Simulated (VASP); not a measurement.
# Be7Te (P-6m2) in VASP: notebook, part 2 of 2

VASP 6.6.1. Earlier steps stand in the parts before.

### Step 3. Relaxation of cell and atoms, PBE

This run uses another cell than the first one, of 11.47 Å³/atom, 0.989 times its volume.

INCAR reads:

```
  PREC = Accurate
  ENCUT = 600
  EDIFF = 1E-7
  ISMEAR = 0
  SIGMA = 0.1
  LREAL = False
  LASPH = True
  NELM = 100
  ALGO = Fast
  ISIF = 3
  LWAVE = False
  LCHARG = False
  GGA = PE
  IBRION = 2
  NSW = 100
  EDIFFG = -0.01
```

KPOINTS reads:

```
Automatic mesh
0
Gamma
  12 12 10
```

POSCAR reads:

```
Be7Te
1.0
    5.4275792764      0.0000000000      0.0000000000
   -2.7137896382      4.7004215344      0.0000000000
    0.0000000000      0.0000000000      3.5967871371
Be Te
7 1
Direct
    0.9607504806      0.4803752403      0.0000000000
    0.5196247597      0.0392495194      0.0000000000
    0.5196247597      0.4803752403      0.0000000000
    0.2081783560      0.7918216440      0.5000000000
    0.2081783560      0.4163567120      0.5000000000
    0.5836432880      0.7918216440      0.5000000000
    0.6666666667      0.3333333333      0.5000000000
    0.0000000000      0.0000000000      0.0000000000
```

Potentials or basis: VASP PAW PBE potentials, release 64 (Be, Te).

Started as:

```bash
cat potpaw_PBE.64/Be/POTCAR potpaw_PBE.64/Te/POTCAR > POTCAR
mpirun -np 1 vasp_std > vasp.out
```

OUTCAR:

```text
PREC = Accurate
   ENCUT = 600
   EDIFF = 1E-7
   ISMEAR = 0
   LREAL = False
   LASPH = True
   NELM = 100
   ISIF = 3
   GGA = PE
   IBRION = 2
   NSW = 100
   EDIFFG = -0.01

 ion  position               nearest neighbor table
   1  0.961  0.480  0.000-   7 2.27   7 2.27   4 2.37   4 2.37   5 2.37   5 2.37   8 2.72   8 2.72

   2  0.520  0.039  0.000-   7 2.27   7 2.27   6 2.37   6 2.37   4 2.37   4 2.37   8 2.72   8 2.72

   3  0.520  0.480  0.000-   7 2.27   7 2.27   6 2.37   6 2.37   5 2.37   5 2.37   8 2.72   8 2.72

   4  0.208  0.792  0.500-   5 2.04   6 2.04   1 2.37   1 2.37   2 2.37   2 2.37   8 2.66   8 2.66

   5  0.208  0.416  0.500-   4 2.04   6 2.04   1 2.37   1 2.37   3 2.37   3 2.37   8 2.66   8 2.66

   6  0.584  0.792  0.500-   5 2.04   4 2.04   3 2.37   3 2.37   2 2.37   2 2.37   8 2.66   8 2.66

   7  0.667  0.333  0.500-   2 2.27   2 2.27   1 2.27   1 2.27   3 2.27   3 2.27
   8  0.000  0.000  0.000-   5 2.66   5 2.66   4 2.66   4 2.66   6 2.66   6 2.66   3 2.72   1 2.72
                             3 2.72   1 2.72   2 2.72   2 2.72

  LATTYP: Found a hexagonal cell.
 ALAT       =     5.4275792764
 C/A-ratio  =     0.6626871675

  Lattice vectors:

 A1 = (   5.4275792764,   0.0000000000,   0.0000000000)
 A2 = (  -2.7137896382,   4.7004215344,   0.0000000000)
 A3 = (   0.0000000000,   0.0000000000,   3.5967871371)

Analysis of symmetry for initial positions (statically):
=====================================================================
 Subroutine PRICEL returns:
 Original cell was already a primitive cell.

 Routine SETGRP: Setting up the symmetry group for a
 hexagonal supercell.

 Subroutine GETGRP returns: Found 12 space group operations
 (whereof 12 operations were pure point group operations)
 out of a pool of 24 trial point group operations.

The static configuration has the point symmetry D_3h.

Analysis of symmetry for dynamics (positions and initial velocities):
=====================================================================
 Subroutine PRICEL returns:
 Original cell was already a primitive cell.

 Routine SETGRP: Setting up the symmetry group for a
 hexagonal supercell.

 Subroutine GETGRP returns: Found 12 space group operations
 (whereof 12 operations were pure point group operations)
 out of a pool of 24 trial point group operations.

The dynamic configuration has the point symmetry D_3h.

 Subroutine INISYM returns: Found 12 space group operations
 (whereof 12 operations are pure point group operations),
 and found     1 'primitive' translations

----------------------------------------------------------------------------------------

                                     Primitive cell

  volume of cell :      91.7609

  direct lattice vectors                    reciprocal lattice vectors
     5.427579276  0.000000000  0.000000000     0.184244200  0.106373438  0.000000000
    -2.713789638  4.700421534  0.000000000     0.000000000  0.212746877  0.000000000
     0.000000000  0.000000000  3.596787137     0.000000000  0.000000000  0.278025905

  length of vectors
     5.427579276  5.427579276  3.596787137     0.212746877  0.212746877  0.278025905

  position of ions in fractional coordinates (direct lattice)
     0.960750481  0.480375240  0.000000000
     0.519624760  0.039249519  0.000000000
     0.519624760  0.480375240  0.000000000
     0.208178356  0.791821644  0.500000000
     0.208178356  0.416356712  0.500000000
[... 83 lines left out ...]
   LASPH  =      T    aspherical Exc in radial PAW
   ENCUT  =  600.0 eV  44.10 Ry    6.64 a.u.  10.84 10.84  7.18*2*pi/ulx,y,z
   NELM   =    100;   NELMIN=  2; NELMDL= -5     # of ELM steps
   EDIFF  = 0.1E-06   stopping-criterion for ELM
   LREAL  =      F    real-space projection
   EDIFFG = -.1E-01   stopping-criterion for IOM
   NSW    =    100    number of steps for IOM
   IBRION =      2    ionic relax: 0-MD 1-quasi-New 2-CG
   NFREE  =      1    steps in history (QN), initial steepest desc. (CG)
   ISIF   =      3    stress and relaxation
   ISYM   =      2    0-nonsym 1-usesym 2-fastsym
   POTIM  = 0.5000    time-step for ionic-motion
   TEBEG  =    0.0;   TEEND  =   0.0 temperature during run
   PSTRESS=    0.0 pullay stress
   NELECT =      20.0000    total number of electrons
   NUPDOWN=      -1.0000    fix difference up-down
   EMIN   =  10.00;   EMAX   =-10.00  energy-range for DOS
   EFERMI =   0.00;   METHOD = LEGACY
   ISMEAR =     0;   SIGMA  =   0.10  broadening in eV -4-tet -1-fermi 0-gaus
   EFERMI_NEDOS =   21; number of points for ismear=-14 and -15
   IALGO  =     68    algorithm
   IMIX   =      4    mixing-type and parameters
     AMIX     =   0.40;   BMIX     =  1.00
     AMIX_MAG =   1.60;   BMIX_MAG =  1.00
  volume/ion in A,a.u.               =      11.47        77.40
  Fermi-wavevector in a.u.,A,eV,Ry     =   0.985218  1.861792 13.206551  0.970654
  Thomas-Fermi vector in A             =   2.116509
   LORBIT       =      0    0 simple, 1 ext, 2 COOP (PROOUT), +10 PAW based schemes
   GGA     = PE    functional components
   LHFCALC =     F    Hartree Fock is set to
   AEXX    =    0.0000 exact exchange contribution
   IVDW    =     0    specifies the selected vdW correction
   LEPSILON=     F    determine dielectric tensor
   LRPA    =     F    only Hartree local field effects (RPA)
 conjugate gradient relaxation of ions
 non-spin polarized calculation
 RMM-DIIS sequential band-by-band and
 Gauss-broadening in eV      SIGMA  =   0.10
  energy-cutoff  :      600.00
  volume of cell :       91.76
 maximum number of plane-waves:      3105
 NGX is ok and might be reduce to    48
   NGX = 21   NGY = 21   NGZ = 15

--------------------------------------- Ionic step        1  -------------------------------------------

 number of electron      20.0000000 magnetization

 Free energy of the ion-electron system (eV)
  ---------------------------------------------------
  ext. energy  EPLUGINS =         0.00000000
  ---------------------------------------------------
  free energy    TOTEN  =       -24.88826740 eV

  energy without entropy =      -24.87168294  energy(sigma->0) =      -24.87997517

------------------------ aborting loop because EDIFF is reached ----------------------------------------

  FORCE on cell =-STRESS in cart. coord.  units (eV):
  Direction    XX          YY          ZZ          XY          YZ          ZX
  --------------------------------------------------------------------------------------
  -------------------------------------------------------------------------------------
  Total        0.0794100      0.0794100      0.1574617      0.0000000      0.0000000      0.0000000
  in kB        1.3865264      1.3865264      2.7493358      0.0000000      0.0000000      0.0000000
  external PRESSURE =       1.8407962 kB  Pullay stress =       0.0000000 kB
[... 113 lines left out ...]
--------------------------------------- Ionic step        4  -------------------------------------------

 number of electron      20.0000000 magnetization

 Free energy of the ion-electron system (eV)
  ---------------------------------------------------
  ext. energy  EPLUGINS =         0.00000000
  ---------------------------------------------------
  free energy    TOTEN  =       -24.88952714 eV

  energy without entropy =      -24.87324137  energy(sigma->0) =      -24.88138425

 E-fermi :   7.0281     XC(G=0): -10.1651

 val. band max:        7.0109788494   @ k =   0.3333   0.3333   0.4000
 cond. band min:       7.0307955966   @ k =   0.3333   0.3333   0.0000
 fundamental gap:      0.0198167472
 Fermi energy:         7.0281211180

 k-point     1 :       0.0000    0.0000    0.0000
  band No.  band energies     occupation
      1      -6.9853      2.00000
      2      -0.3957      2.00000
      3       0.3113      2.00000
      4       0.3113      2.00000
      5       1.9520      2.00000
      6       2.5265      2.00000
      7       2.5265      2.00000
      8       3.4518      2.00000
      9       7.9084      0.00000
     10       8.0162      0.00000
     11       9.7650      0.00000
     12       9.7650      0.00000
     13      10.3145      0.00000
     14      10.8021      0.00000
[... 401 lines left out ...]
      2      -1.8750      2.00000
      3      -0.0730      2.00000
      4       0.3731      2.00000
      5       2.9013      2.00000
      6       3.5174      2.00000
      7       4.1405      2.00000
      8       5.1121      2.00000
      9       6.2894      2.00000
     10       7.1048      0.27809
     11       7.7504      0.00000
     12       7.8212      0.00000
     13       8.9155      0.00000
     14       9.3988      0.00000
     15      10.6636      0.00000

 [... further k-points ...]

------------------------ aborting loop because EDIFF is reached ----------------------------------------

  FORCE on cell =-STRESS in cart. coord.  units (eV):
  Direction    XX          YY          ZZ          XY          YZ          ZX
  --------------------------------------------------------------------------------------
  -------------------------------------------------------------------------------------
  Total       -0.0463096     -0.0463096      0.0280340      0.0000000      0.0000000      0.0000000
  in kB       -0.8074327     -0.8074327      0.4887870      0.0000000      0.0000000      0.0000000
  external PRESSURE =      -0.3753595 kB  Pullay stress =       0.0000000 kB
[... 23 lines left out ...]
  FREE ENERGIE OF THE ION-ELECTRON SYSTEM (eV)
  ---------------------------------------------------
  free  energy   TOTEN  =       -24.8895271405 eV

  energy  without entropy=      -24.8732413689  energy(sigma->0) =      -24.88138425

 reached required accuracy - stopping structural energy minimisation
```

It took 4.4 min on 1 thread of Intel Xeon 6975P-C (Granite Rapids), shared host; peak memory 0.39 GiB.

What came out:

```yaml
Free_energy: -24.8895 eV
Relaxed_volume: 11.49 Å³/atom
Relaxed_cell: a = 5.427 Å, b = 5.427 Å, c = 3.602 Å, α = 90.00°, β = 90.00°, γ = 120.00°
Space_group_after_relaxing_to_0.05_Å: P-6m2 (No. 187)
Energy_gained_by_relaxing: 0.2 meV/atom
Ionic_steps: 4
Pressure_after_relaxing: 0.0 GPa
Band_gap_on_the_k_mesh: zero (band 10 reaches 8.71 eV, above the bottom of band 11 at 6.00 eV)
```

Stress tensor (GPa, compression positive):
```
-0.08  0.00  0.00
 0.00 -0.08  0.00
 0.00  0.00  0.05
```

The path:
```csv
step,energy change (eV),largest force (eV/Å),pressure (GPa),volume (Å³)
1,0.0000,0.1029,0.18,91.76
2,-0.0011,0.0284,-0.04,91.94
3,-0.0011,0.0049,-0.12,91.99
4,-0.0013,0.0009,-0.04,91.89
```

Final structure:
```yaml
crystal:
  lattice:
    - [5.42744, 0.00000, 0.00000]
    - [-2.71372, 4.70030, 0.00000]
    - [0.00000, 0.00000, 3.60209]
  atoms:
    - { symbol: Be, position: [0.96065, 0.48032, 0.00000] }
    - { symbol: Be, position: [0.51968, 0.03935, 0.00000] }
    - { symbol: Be, position: [0.51968, 0.48032, 0.00000] }
    - { symbol: Be, position: [0.20740, 0.79260, 0.50000] }
    - { symbol: Be, position: [0.20740, 0.41480, 0.50000] }
    - { symbol: Be, position: [0.58520, 0.79260, 0.50000] }
    - { symbol: Be, position: [0.66667, 0.33333, 0.50000] }
    - { symbol: Te, position: [0.00000, 0.00000, 0.00000] }
```

Caveat: spin-orbit coupling is left out, which moves the levels of the heavy elements.
